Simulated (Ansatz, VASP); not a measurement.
Bi in VASP and in Ansatz

```xyz
1
Lattice="-2.0266 2.0266 1.8807 2.0266 -2.0266 1.8807 2.0266 2.0266 -1.8807" Properties=species:S:1:pos:R:3 pbc="T T T"
Bi    0.0000    0.0000    0.0000
```

Alike in both runs: task single point; functional PBE; dispersion D3(BJ); k mesh 18 × 18 × 18; occupations gaussian, width 0.15 eV; no spin polarisation.

```csv
,VASP,Ansatz
version,VASP 6.6.1,Ansatz 0.2.0
potentials or method,"VASP PAW PBE potentials, release 64 (Bi_d), cutoff 520 eV","scalar-relativistic, plane waves, PAW"
valence electrons in the cell,15,15
```

|  | VASP | Ansatz | Ansatz less VASP |
| --- | --- | --- | --- |
| gap on the k mesh at the Fermi level (eV) | none | none | - |
| pressure (GPa) | -1.3 | -1.2 | +0.05 |
| traceless stress, the component that is largest in VASP (GPa) | 0.44 | 0.45 | +0.005 |

A gap of «none» marks a metal or a gap that the smearing closes.

Spin-orbit coupling is off throughout.
